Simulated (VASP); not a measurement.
# MnPt2 (P-3m1) in VASP: settings compared

Aim: see how the results for MnPt2 move with the level of theory and the settings. Levels: PBEsol+D4, PBEsol. Tasks: single point.

Everything below comes from runs of VASP 6.6.1. Logs are shortened: lines on timing, memory, paths and dates and some standing lists are left out, and cuts for length are marked.

## (1) The cell of the first run

It takes space group P-3m1 (No. 164, trigonal). The conventional cell has a = 2.751 Å, b = 2.751 Å, c = 6.524 Å, α = 90.00°, β = 90.00°, γ = 120.00°. Within 3.4 Å of Pt (site symmetry 3m) lie 3 Mn at 2.61 Å and 9 Pt at 2.75 to 2.86 Å. Within 3.4 Å of Mn (site symmetry -3m) lie 6 Pt at 2.61 Å and 6 Mn at 2.75 Å.

## (2) Single point, PBEsol+D4, collinear spin, ferromagnetic start

INCAR

```
  ALGO = Normal
  EDIFF = 1E-6
  ENCUT = 520
  GGA = PS
  ISIF = 2
  ISMEAR = -1
  ISPIN = 2
  IVDW = 13
  LASPH = T
  LCHARG = F
  LMAXMIX = 4
  LORBIT = 11
  LREAL = F
  LWAVE = F
  MAGMOM = 0 0 4
  NBANDS = 28
  NELM = 150
  PREC = Accurate
  SIGMA = 0.05
```

KPOINTS

```
k-points
0
Gamma
  11 11 4
```

POSCAR

```
MnPt2
1.0
    2.7513906407      0.0000000000      0.0000000000
   -1.3756953204      2.3827741906      0.0000000000
    0.0000000000      0.0000000000      6.5236544736
Pt Mn
2 1
Direct
    0.6666666667      0.3333333333      0.3178246700
    0.3333333333      0.6666666667      0.6821753300
    0.0000000000      0.0000000000      0.0000000000
```

Potentials or basis: VASP PAW PBE potentials, release 64 (Pt, Mn_pv).

Launch:

```bash
$ cat potpaw_PBE.64/Pt/POTCAR potpaw_PBE.64/Mn_pv/POTCAR > POTCAR
$ mpirun -np 1 vasp_std > vasp.out
```

OUTCAR:

```text
EDIFF = 1E-6
   ENCUT = 520
   GGA = PS
   ISIF = 2
   ISMEAR = -1
   ISPIN = 2
   IVDW = 13
   LASPH = T
   LORBIT = 11
   LREAL = F
   NELM = 150
   PREC = Accurate

 ion  position               nearest neighbor table
   1  0.667  0.333  0.318-   3 2.61   3 2.61   3 2.61   2 2.86   2 2.86   2 2.86
   2  0.333  0.667  0.682-   3 2.61   3 2.61   3 2.61   1 2.86   1 2.86   1 2.86
   3  0.000  0.000  0.000-   1 2.61   2 2.61   1 2.61   2 2.61   1 2.61   2 2.61

  LATTYP: Found a hexagonal cell.
 ALAT       =     2.7513906407
 C/A-ratio  =     2.3710389856

  Lattice vectors:

 A1 = (   2.7513906407,   0.0000000000,   0.0000000000)
 A2 = (  -1.3756953204,   2.3827741906,   0.0000000000)
 A3 = (   0.0000000000,   0.0000000000,   6.5236544736)

Analysis of symmetry for initial positions (statically):
=====================================================================
 Subroutine PRICEL returns:
 Original cell was already a primitive cell.

 Routine SETGRP: Setting up the symmetry group for a
 hexagonal supercell.

 Subroutine GETGRP returns: Found 12 space group operations
 (whereof 12 operations were pure point group operations)
 out of a pool of 24 trial point group operations.

The static configuration has the point symmetry D_3d.

Analysis of symmetry for dynamics (positions and initial velocities):
=====================================================================
 Subroutine PRICEL returns:
 Original cell was already a primitive cell.

 Routine SETGRP: Setting up the symmetry group for a
 hexagonal supercell.

 Subroutine GETGRP returns: Found 12 space group operations
 (whereof 12 operations were pure point group operations)
 out of a pool of 24 trial point group operations.

The dynamic configuration has the point symmetry D_3d.

Analysis of structural, dynamic, and magnetic symmetry:
=====================================================================
 Subroutine PRICEL returns:
 Original cell was already a primitive cell.

 Routine SETGRP: Setting up the symmetry group for a
 hexagonal supercell.

 Subroutine GETGRP returns: Found 12 space group operations
 (whereof 12 operations were pure point group operations)
 out of a pool of 24 trial point group operations.

The overall configuration has the point symmetry D_3d.

 Subroutine INISYM returns: Found 12 space group operations
 (whereof 12 operations are pure point group operations),
 and found     1 'primitive' translations

----------------------------------------------------------------------------------------

                                     Primitive cell

  volume of cell :      42.7687

  direct lattice vectors                    reciprocal lattice vectors
     2.751390641  0.000000000  0.000000000     0.363452570  0.209839439  0.000000000
    -1.375695320  2.382774191  0.000000000     0.000000000  0.419678878  0.000000000
     0.000000000  0.000000000  6.523654474     0.000000000  0.000000000  0.153288315

  length of vectors
     2.751390641  2.751390641  6.523654474     0.419678878  0.419678878  0.153288315

  position of ions in fractional coordinates (direct lattice)
     0.666666667  0.333333333  0.317824670
     0.333333333  0.666666667  0.682175330
     0.000000000  0.000000000  0.000000000

  ion indices of the primitive-cell ions
   primitive index   ion index
                 1           1
                 2           2
                 3           3

----------------------------------------------------------------------------------------

 KPOINTS: k-points

Automatic generation of k-mesh.
 Grid dimensions read from file:
 generate k-points for:   11   11    4

 Generating k-lattice:

  Cartesian coordinates                     Fractional coordinates (reciprocal lattice)
     0.033041143  0.019076313  0.000000000     0.090909091  0.000000000  0.000000000
     0.000000000  0.038152625  0.000000000     0.000000000  0.090909091  0.000000000
     0.000000000  0.000000000  0.038322079     0.000000000  0.000000000  0.250000000

  Length of vectors
     0.038152625  0.038152625  0.038322079

  Shift w.r.t. Gamma in fractional coordinates (k-lattice)
     0.000000000  0.000000000  0.000000000

 Subroutine IBZKPT returns following result:
 ===========================================

 Found     58 irreducible k-points:

 Following reciprocal coordinates:
            Coordinates               Weight
  0.000000  0.000000  0.000000      1.000000
  0.090909  0.000000  0.000000      6.000000
  0.181818 -0.000000  0.000000      6.000000
  0.272727  0.000000  0.000000      6.000000
  0.363636  0.000000  0.000000      6.000000
  0.454545  0.000000  0.000000      6.000000
[... 16 lines left out ...]
  0.000000  0.272727  0.250000      6.000000
  0.363636  0.000000  0.250000      6.000000
 [... further k-points ...]
   k-points           NKPTS =     58   k-points in BZ     NKDIM =     58   number of bands    NBANDS=     28
   number of dos      NEDOS =    301   number of ions     NIONS =      3
   total plane-waves  NPLWV =  20000
   dimension x,y,z NGX =    20 NGY =   20 NGZ =   50
   dimension x,y,z NGXF=    40 NGYF=   40 NGZF=  100
   ions per type =               2   1
   NGX,Y,Z   is equivalent  to a cutoff of  12.08, 12.08, 12.74 a.u.
   NGXF,Y,Z  is equivalent  to a cutoff of  24.17, 24.17, 25.48 a.u.
 SYSTEM =  unknown system
   PREC   = accura    normal or accurate (medium, high low for compatibility)
   ISTART =      0    job   : 0-new  1-cont  2-samecut
   ICHARG =      2    charge: 1-file 2-atom 10-const
   ISPIN  =      2    spin polarized calculation?
   LNONCOLLINEAR =      F non collinear calculations
   LSORBIT =      F    spin-orbit coupling
   LASPH  =      T    aspherical Exc in radial PAW
   ENCUT  =  520.0 eV  38.22 Ry    6.18 a.u.   5.12  5.12 12.13*2*pi/ulx,y,z
   NELM   =    150;   NELMIN=  2; NELMDL= -5     # of ELM steps
   EDIFF  = 0.1E-05   stopping-criterion for ELM
   LREAL  =      F    real-space projection
   EDIFFG = 0.1E-04   stopping-criterion for IOM
   NSW    =      0    number of steps for IOM
   IBRION =     -1    ionic relax: 0-MD 1-quasi-New 2-CG
   NFREE  =      0    steps in history (QN), initial steepest desc. (CG)
   ISIF   =      2    stress and relaxation
   ISYM   =      2    0-nonsym 1-usesym 2-fastsym
   POTIM  = 0.5000    time-step for ionic-motion
   TEBEG  =    0.0;   TEEND  =   0.0 temperature during run
   PSTRESS=    0.0 pullay stress
   NELECT =      33.0000    total number of electrons
   NUPDOWN=      -1.0000    fix difference up-down
   EMIN   =  10.00;   EMAX   =-10.00  energy-range for DOS
   EFERMI =   0.00;   METHOD = LEGACY
   ISMEAR =    -1;   SIGMA  =   0.05  broadening in eV -4-tet -1-fermi 0-gaus
   EFERMI_NEDOS =   21; number of points for ismear=-14 and -15
   IALGO  =     38    algorithm
   IMIX   =      4    mixing-type and parameters
     AMIX     =   0.40;   BMIX     =  1.00
     AMIX_MAG =   1.60;   BMIX_MAG =  1.00
  volume/ion in A,a.u.               =      14.26        96.21
  Fermi-wavevector in a.u.,A,eV,Ry     =   1.501542  2.837503 30.676076  2.254628
  Thomas-Fermi vector in A             =   2.612899
   LORBIT       =     11    0 simple, 1 ext, 2 COOP (PROOUT), +10 PAW based schemes
   GGA     = PS    functional components
   LHFCALC =     F    Hartree Fock is set to
   AEXX    =    0.0000 exact exchange contribution
   IVDW    =    13    specifies the selected vdW correction
   LEPSILON=     F    determine dielectric tensor
   LRPA    =     F    only Hartree local field effects (RPA)
 spin polarized calculation
  energy-cutoff  :      520.00
  volume of cell :       42.77
 maximum number of plane-waves:      1168
   NGX = 11   NGY = 11   NGZ = 25

 number of electron      32.9999992 magnetization       4.0033424

 Free energy of the ion-electron system (eV)
  ---------------------------------------------------
  ext. energy  EPLUGINS =         0.00000000
  ---------------------------------------------------
  free energy    TOTEN  =       -24.03406138 eV

  energy without entropy =      -24.00618065  energy(sigma->0) =      -24.02012102

 E-fermi :  10.5937     XC(G=0): -13.4572

 val. band max:       10.5905412348   @ k =   0.3636   0.1818   0.5000
 cond. band min:      10.5962786877   @ k =   0.0909   0.0000   0.5000
 fundamental gap:      0.0057374529
 Fermi energy:        10.5936834761

 spin component 1

 k-point     1 :       0.0000    0.0000    0.0000
  band No.  band energies     occupation
      1     -38.7900      1.00000
      2     -38.6539      1.00000
      3     -38.6539      1.00000
      4       0.5182      1.00000
      5       2.7109      1.00000
      6       4.2674      1.00000
[... 20 lines left out ...]
     27      30.6303      0.00000
     28      30.6303      0.00000
[... 683 lines left out ...]
 k-point    24 :       0.3636    0.0000    0.2500
  band No.  band energies     occupation
      1     -38.8201      1.00000
      2     -38.7681      1.00000
      3     -38.6945      1.00000
      4       3.3701      1.00000
      5       3.8966      1.00000
      6       4.4333      1.00000
[... 20 lines left out ...]
     27      24.6689      0.00000
     28      26.4495      0.00000

 [... further k-points ...]

 spin component 2

 k-point     1 :       0.0000    0.0000    0.0000
  band No.  band energies     occupation
      1     -35.2462      1.00000
      2     -35.0377      1.00000
      3     -35.0377      1.00000
      4       0.7325      1.00000
      5       2.8339      1.00000
      6       4.9091      1.00000
[... 20 lines left out ...]
     27      31.0525      0.00000
     28      31.0525      0.00000
[... 683 lines left out ...]
 k-point    24 :       0.3636    0.0000    0.2500
  band No.  band energies     occupation
      1     -35.2274      1.00000
      2     -35.2201      1.00000
      3     -35.0834      1.00000
      4       3.6111      1.00000
      5       4.1236      1.00000
      6       4.7084      1.00000
[... 20 lines left out ...]
     27      25.1582      0.00000
     28      26.7194      0.00000

 [... further k-points ...]

------------------------ aborting loop because EDIFF is reached ----------------------------------------

  DFT-D4 for vdW energy calculation

  Edisp (eV):   -1.07702

  FORCE on cell =-STRESS in cart. coord.  units (eV):
  Direction    XX          YY          ZZ          XY          YZ          ZX
  --------------------------------------------------------------------------------------
  -------------------------------------------------------------------------------------
  Total      -0.02296    -0.02296     0.00707     0.00000     0.00000    -0.00000
  in kB      -0.86022    -0.86022     0.26500     0.00000     0.00000    -0.00000
  external pressure =       -0.49 kB  Pullay stress =        0.00 kB

 VOLUME and BASIS-vectors are now :
 -----------------------------------------------------------------------------
  energy-cutoff  :      520.00
  volume of cell :       42.77
      direct lattice vectors                 reciprocal lattice vectors
     2.751390641  0.000000000  0.000000000     0.363452570  0.209839439  0.000000000
    -1.375695320  2.382774191  0.000000000     0.000000000  0.419678878  0.000000000
     0.000000000  0.000000000  6.523654474     0.000000000  0.000000000  0.153288315

 POSITION                                       TOTAL-FORCE (eV/Angst)
 -----------------------------------------------------------------------------------
      1.37570      0.79426      2.07338         0.000000     -0.000000      0.013233
     -0.00000      1.58852      4.45028        -0.000000      0.000000     -0.013233
      0.00000      0.00000      0.00000         0.000000      0.000000      0.000000
 -----------------------------------------------------------------------------------
    total drift:                                0.000000     -0.000000     -0.000000

  FREE ENERGIE OF THE ION-ELECTRON SYSTEM (eV)
  ---------------------------------------------------
  free  energy   TOTEN  =       -25.1110786823 eV

  energy  without entropy=      -25.0831979450  energy(sigma->0) =      -25.09713831

 total charge

# of ion       s       p       d       tot
------------------------------------------
    1        0.684   0.633   8.067   9.383
    2        0.684   0.633   8.067   9.383
    3        0.337   6.295   5.028  11.660
--------------------------------------------------
tot          1.705   7.561  21.161  30.426

 magnetization (x)

# of ion       s       p       d       tot
------------------------------------------
    1       -0.015   0.002   0.239   0.226
    2       -0.015   0.002   0.239   0.226
    3        0.009   0.027   3.356   3.392
--------------------------------------------------
tot         -0.020   0.030   3.835   3.845
```

It took 3.6 min on 1 thread of Intel Xeon 8259CL, shared host; peak memory 0.24 GiB.

What came out:

- Free energy: -25.1111 eV
- Pressure: 0.0 GPa
- Largest force: 0.013 eV/Å
- Net moment: 4.00 μB per cell
- Site moments: Pt +0.23; Mn +3.39 μB
- Valence electrons inside the program's atomic spheres: Pt 9.38; Mn 11.66
- Dispersion energy per atom: -0.359 eV

Forces in eV/Å, atoms in the order of the input:
```
Pt   0.000  0.000  0.013
Pt   0.000  0.000 -0.013
Mn   0.000  0.000  0.000
```

Caveat: the PAW data sets were made with another functional, which shifts forces and pressure a little; spin-orbit coupling is left out, which moves the levels of the heavy elements.

(Continued in part 2 of 2.)
